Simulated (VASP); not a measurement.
# H4C in VASP: further runs

Runs on H4C. Level: PBE+D3(BJ). Tasks: single point.

Everything below comes from runs of VASP 6.6.1. Logs are shortened: lines on timing, memory, paths and dates and some standing lists are left out, and cuts for length are marked.

**1. The cell of the first run**

The cell holds an amorphous packing of atoms, 30 atoms: a = 7.464 Å, b = 7.464 Å, c = 7.464 Å, α = 90.00°, β = 90.00°, γ = 90.00°.

**2. Single point, PBE+D3(BJ)**

File INCAR:

```
SYSTEM = H4C
PREC = Accurate
ENCUT = 520
EDIFF = 1E-6
ISMEAR = -1
SIGMA = 0.02
LREAL = Auto
LASPH = .TRUE.
NELM = 80
ALGO = Normal
ISIF = 2
LWAVE = .FALSE.
LCHARG = .TRUE.
GGA = PE
IVDW = 12
LELF = .TRUE.
LVHAR = .TRUE.
NBANDS = 45
```

File KPOINTS:

```
regular mesh
0
G
  1 1 1
  0 0 0
```

File POSCAR:

```
H4C
1.0
    7.4638260000      0.0000000000      0.0000000000
    0.0000000000      7.4638260000      0.0000000000
    0.0000000000      0.0000000000      7.4638260000
C H
6 24
Direct
    0.6448569407      0.5564706358      0.1783267724
    0.9284782362      0.4221963374      0.7558321965
    0.9279691140      0.9214443102      0.8681070539
    0.8753151534      1.0181775406      0.3457208140
    0.3895321247      0.8187757860      0.5912517253
    0.3533844438      0.1194561610      0.0847956531
    0.7560867576      0.5206846998      0.0907979366
    0.5316442264      0.5608115730      0.0872742746
    0.6573572321      0.6713179005      0.2607241916
    0.6146445536      0.4472505120      0.2703841167
    0.7859106040      0.4314677218      0.7893672762
    0.9667427938      0.4931117097      0.6322360677
    0.9733345874      0.2848137135      0.7330824700
    0.9976250786      0.4762838791      0.8692860739
    0.9433767615      1.0468491629      0.9472353723
    0.8602558527      0.8305525879      0.9554885122
    1.0635564120      0.8583265473      0.8425303591
    0.8462281945      0.9445557814      0.7493341887
    0.9539343495      0.9042011430      0.3976378871
    0.8073607289      1.0691835528      0.4640113529
    0.7851871145      0.9926276416      0.2321597529
    0.9663140593      1.1295011432      0.3177458853
    0.2948755772      0.9166880364      0.5504951482
    0.4967157595      0.8026848429      0.4943041277
    0.3281962897      0.6860020585      0.5986072023
    0.4423334628      0.8473670206      0.7214798416
    0.2542127858      0.0440926678      0.0015943566
    0.4736310841      0.0509658183      0.1317688810
    0.2724072078      0.1913093901      0.1875177690
    0.3929620010      0.2282609482     -0.0108121492
```

Potentials or basis: VASP PAW PBE potentials, release 64 (C, H).

On the command line:

```bash
cat potpaw_PBE.64/C/POTCAR potpaw_PBE.64/H/POTCAR > POTCAR
mpirun -np 1 vasp_gam > vasp.out
```

OUTCAR:

```text
SYSTEM = H4C
   PREC = Accurate
   ENCUT = 520
   EDIFF = 1E-6
   ISMEAR = -1
   LREAL = Auto
   LASPH = .TRUE.
   NELM = 80
   ISIF = 2
   GGA = PE
   IVDW = 12
 IVDW          = 12

 ion  position               nearest neighbor table
   1  0.645  0.556  0.178-   9 1.06   8 1.08   7 1.09  10 1.09
   2  0.928  0.422  0.756-  14 1.07  13 1.09  11 1.10  12 1.10
   3  0.928  0.921  0.868-  16 1.07  18 1.09  15 1.11  17 1.13
   4  0.875  0.018  0.346-  20 1.09  22 1.09  21 1.10  19 1.10
   5  0.390  0.819  0.591-  23 1.06  26 1.07  24 1.09  25 1.09
   6  0.353  0.119  0.085-  28 1.09  29 1.11  27 1.12  30 1.12
   7  0.756  0.521  0.091-   1 1.09
   8  0.532  0.561  0.087-   1 1.08
   9  0.657  0.671  0.261-   1 1.06
  10  0.615  0.447  0.270-   1 1.09
  11  0.786  0.431  0.789-   2 1.10
  12  0.967  0.493  0.632-   2 1.10
[... 16 lines left out ...]
  29  0.272  0.191  0.188-   6 1.11
  30  0.393  0.228  0.989-   6 1.12

  LATTYP: Found a simple cubic cell.
 ALAT       =     7.4638260000

  Lattice vectors:

 A1 = (   7.4638260000,   0.0000000000,   0.0000000000)
 A2 = (   0.0000000000,   7.4638260000,   0.0000000000)
 A3 = (   0.0000000000,   0.0000000000,   7.4638260000)

Analysis of symmetry for initial positions (statically):
=====================================================================
 Subroutine PRICEL returns:
 Original cell was already a primitive cell.

 Routine SETGRP: Setting up the symmetry group for a
 simple cubic supercell.

 Subroutine GETGRP returns: Found  1 space group operations
 (whereof  1 operations were pure point group operations)
 out of a pool of 48 trial point group operations.

The static configuration has the point symmetry C_1 .

Analysis of symmetry for dynamics (positions and initial velocities):
=====================================================================
 Subroutine PRICEL returns:
 Original cell was already a primitive cell.

 Routine SETGRP: Setting up the symmetry group for a
 simple cubic supercell.

 Subroutine GETGRP returns: Found  1 space group operations
 (whereof  1 operations were pure point group operations)
 out of a pool of 48 trial point group operations.

The dynamic configuration has the point symmetry C_1 .

 Subroutine INISYM returns: Found  1 space group operations
 (whereof  1 operations are pure point group operations),
 and found     1 'primitive' translations

----------------------------------------------------------------------------------------

                                     Primitive cell

  volume of cell :     415.8000

  direct lattice vectors                    reciprocal lattice vectors
     7.463826000  0.000000000  0.000000000     0.133979543  0.000000000  0.000000000
     0.000000000  7.463826000  0.000000000     0.000000000  0.133979543  0.000000000
     0.000000000  0.000000000  7.463826000     0.000000000  0.000000000  0.133979543

  length of vectors
     7.463826000  7.463826000  7.463826000     0.133979543  0.133979543  0.133979543

  position of ions in fractional coordinates (direct lattice)
     0.644856941  0.556470636  0.178326772
     0.928478236  0.422196337  0.755832197
     0.927969114  0.921444310  0.868107054
     0.875315153  0.018177541  0.345720814
     0.389532125  0.818775786  0.591251725
     0.353384444  0.119456161  0.084795653
[... 22 lines left out ...]
     0.272407208  0.191309390  0.187517769
     0.392962001  0.228260948  0.989187851

  ion indices of the primitive-cell ions
   primitive index   ion index
                 1           1
                 2           2
                 3           3
                 4           4
                 5           5
                 6           6
[... 22 lines left out ...]
                29          29
                30          30

----------------------------------------------------------------------------------------

 KPOINTS: regular mesh

Automatic generation of k-mesh.
 Grid dimensions read from file:
 generate k-points for:    1    1    1

 Generating k-lattice:

  Cartesian coordinates                     Fractional coordinates (reciprocal lattice)
     0.133979543  0.000000000  0.000000000     1.000000000  0.000000000  0.000000000
     0.000000000  0.133979543  0.000000000     0.000000000  1.000000000  0.000000000
     0.000000000  0.000000000  0.133979543     0.000000000  0.000000000  1.000000000

  Length of vectors
     0.133979543  0.133979543  0.133979543

  Shift w.r.t. Gamma in fractional coordinates (k-lattice)
     0.000000000  0.000000000  0.000000000

 Subroutine IBZKPT returns following result:
 ===========================================

 Found      1 irreducible k-points:

 Following reciprocal coordinates:
            Coordinates               Weight
  0.000000  0.000000  0.000000      1.000000
   k-points           NKPTS =      1   k-points in BZ     NKDIM =      1   number of bands    NBANDS=     45
   number of dos      NEDOS =    301   number of ions     NIONS =     30
   total plane-waves  NPLWV = 175616
   dimension x,y,z NGX =    56 NGY =   56 NGZ =   56
   dimension x,y,z NGXF=   112 NGYF=  112 NGZF=  112
   ions per type =               6  24
   NGX,Y,Z   is equivalent  to a cutoff of  12.47, 12.47, 12.47 a.u.
   NGXF,Y,Z  is equivalent  to a cutoff of  24.95, 24.95, 24.95 a.u.
 SYSTEM =  H4C
   PREC   = accura    normal or accurate (medium, high low for compatibility)
   ISTART =      0    job   : 0-new  1-cont  2-samecut
   ICHARG =      2    charge: 1-file 2-atom 10-const
   ISPIN  =      1    spin polarized calculation?
   LNONCOLLINEAR =      F non collinear calculations
   LSORBIT =      F    spin-orbit coupling
   LASPH  =      T    aspherical Exc in radial PAW
   ENCUT  =  520.0 eV  38.22 Ry    6.18 a.u.  13.88 13.88 13.88*2*pi/ulx,y,z
   NELM   =     80;   NELMIN=  2; NELMDL= -5     # of ELM steps
   EDIFF  = 0.1E-05   stopping-criterion for ELM
   LREAL  =      T    real-space projection
   EDIFFG = 0.1E-04   stopping-criterion for IOM
   NSW    =      0    number of steps for IOM
   IBRION =     -1    ionic relax: 0-MD 1-quasi-New 2-CG
   NFREE  =      0    steps in history (QN), initial steepest desc. (CG)
   ISIF   =      2    stress and relaxation
   ISYM   =      2    0-nonsym 1-usesym 2-fastsym
   POTIM  = 0.5000    time-step for ionic-motion
   TEBEG  =    0.0;   TEEND  =   0.0 temperature during run
   PSTRESS=    0.0 pullay stress
   NELECT =      48.0000    total number of electrons
   NUPDOWN=      -1.0000    fix difference up-down
   EMIN   =  10.00;   EMAX   =-10.00  energy-range for DOS
   EFERMI =   0.00;   METHOD = LEGACY
   ISMEAR =    -1;   SIGMA  =   0.02  broadening in eV -4-tet -1-fermi 0-gaus
   EFERMI_NEDOS =   21; number of points for ismear=-14 and -15
   IALGO  =     38    algorithm
   IMIX   =      4    mixing-type and parameters
     AMIX     =   0.40;   BMIX     =  1.00
     AMIX_MAG =   1.60;   BMIX_MAG =  1.00
  volume/ion in A,a.u.               =      13.86        93.53
  Fermi-wavevector in a.u.,A,eV,Ry     =   0.797126  1.506350  8.645280  0.635410
  Thomas-Fermi vector in A             =   1.903783
   LORBIT       =      0    0 simple, 1 ext, 2 COOP (PROOUT), +10 PAW based schemes
   GGA     = PE    functional components
   LHFCALC =     F    Hartree Fock is set to
   AEXX    =    0.0000 exact exchange contribution
   IVDW    =    12    specifies the selected vdW correction
   LEPSILON=     F    determine dielectric tensor
   LRPA    =     F    only Hartree local field effects (RPA)
 non-spin polarized calculation
  energy-cutoff  :      520.00
  volume of cell :      415.80
 maximum number of plane-waves:      5538
 NGX is ok and might be reduce to    54
   NGX = 27   NGY = 27   NGZ = 27

 number of electron      47.9999995 magnetization

 Free energy of the ion-electron system (eV)
  ---------------------------------------------------
  ext. energy  EPLUGINS =         0.00000000
  ---------------------------------------------------
  free energy    TOTEN  =      -143.64368954 eV

  energy without entropy =     -143.64368954  energy(sigma->0) =     -143.64368954

 E-fermi :  -6.2268     XC(G=0):  -5.2076

 val. band max:       -6.7725754580   @ k =   0.0000   0.0000   0.0000
 cond. band min:       0.2735392824   @ k =   0.0000   0.0000   0.0000
 fundamental gap:      7.0461147404
 Fermi energy:        -6.2268076134

 k-point     1 :       0.0000    0.0000    0.0000
  band No.  band energies     occupation
      1     -15.4552      2.00000
      2     -15.2714      2.00000
      3     -15.2455      2.00000
      4     -15.1947      2.00000
      5     -15.0375      2.00000
      6     -14.9696      2.00000
[... 28 lines left out ...]
     35       3.9585      0.00000
     36       4.0679      0.00000
 [bands above 36 left out]

------------------------ aborting loop because EDIFF is reached ----------------------------------------

 Edisp (eV)   -0.70434

 E8    (eV) :    -0.1442

  FORCE on cell =-STRESS in cart. coord.  units (eV):
  Direction    XX          YY          ZZ          XY          YZ          ZX
  --------------------------------------------------------------------------------------
  -------------------------------------------------------------------------------------
  Total       0.18408     1.85814     0.49734     1.59488    -0.62480    -0.04590
  in kB       0.70932     7.15986     1.91636     6.14545    -2.40750    -0.17686
  external pressure =        3.26 kB  Pullay stress =        0.00 kB

 VOLUME and BASIS-vectors are now :
 -----------------------------------------------------------------------------
  energy-cutoff  :      520.00
  volume of cell :      415.80
      direct lattice vectors                 reciprocal lattice vectors
     7.463826000  0.000000000  0.000000000     0.133979543  0.000000000  0.000000000
     0.000000000  7.463826000  0.000000000     0.000000000  0.133979543  0.000000000
     0.000000000  0.000000000  7.463826000     0.000000000  0.000000000  0.133979543

 POSITION                                       TOTAL-FORCE (eV/Angst)
 -----------------------------------------------------------------------------------
      4.81310      4.15340      1.33100        -0.526378     -1.505346     -0.534845
      6.93000      3.15120      5.64140         0.023829     -0.290722     -0.725079
      6.92620      6.87750      6.47940         1.216753      0.322479      0.408405
      6.53320      0.13567      2.58040         0.402242      0.424722      0.747421
      2.90740      6.11120      4.41300         0.367636     -1.394037     -0.174840
      2.63760      0.89160      0.63290        -1.189790      1.466203     -1.266683
[... 22 lines left out ...]
      2.03320      1.42790      1.39960         0.582995     -0.509892      0.041364
      2.93300      1.70370      7.38313         0.206617     -0.359639      0.452358
 -----------------------------------------------------------------------------------
    total drift:                               -0.017374     -0.002944      0.008688

  FREE ENERGIE OF THE ION-ELECTRON SYSTEM (eV)
  ---------------------------------------------------
  free  energy   TOTEN  =      -144.3480268697 eV

  energy  without entropy=     -144.3480268697  energy(sigma->0) =     -144.34802687
```

Wall time 29 s (1 thread of Intel Xeon 6975P-C (Granite Rapids), shared host); peak memory 0.37 GiB.

Results:

```
Free energy                : -144.3480 eV
Pressure                   : 0.3 GPa
Largest force              : 2.274 eV/Å
Band gap on the k mesh     : 7.05 eV
Dispersion energy per atom : -0.023 eV
```

Forces on the atoms (eV/Å):
```
C   -0.526 -1.505 -0.535
C    0.024 -0.291 -0.725
C    1.217  0.322  0.408
C    0.402  0.425  0.747
C    0.368 -1.394 -0.175
C   -1.190  1.466 -1.267
H    0.530  0.215  0.372
H   -0.551  0.458 -0.084
H    0.374  1.257  0.205
H    0.167 -0.442  0.075
H   -0.083 -0.149 -0.463
H   -0.347  0.298  0.259
H   -0.253 -0.212  0.226
H    0.697  0.382  0.561
H    0.089 -0.372 -0.503
H   -0.600 -0.695  0.490
H   -0.967  0.661 -0.197
H    0.210 -0.063 -0.194
H   -0.158 -0.062 -0.624
H   -0.766 -0.020  0.089
H    0.210 -0.147  0.350
H    0.261 -0.095 -0.487
H   -0.745  0.793 -0.379
H    0.338  0.328 -0.211
H   -0.376 -0.069  0.041
H    0.411  0.359  0.745
H    0.749 -0.320  0.652
H   -0.274 -0.257  0.129
H    0.583 -0.510  0.041
H    0.207 -0.360  0.452
```

Levels at points of the mesh, in eV from the valence-band top:
```tsv
k point	band 22	band 23	band 24	band 25	band 26	band 27
(0.00, 0.00, 0.00)	-0.26	-0.09	0.00	7.05	9.10	9.42
```

Caveat: the k points lie up to 0.84 Å⁻¹ apart.

[end of part 1 of 2]
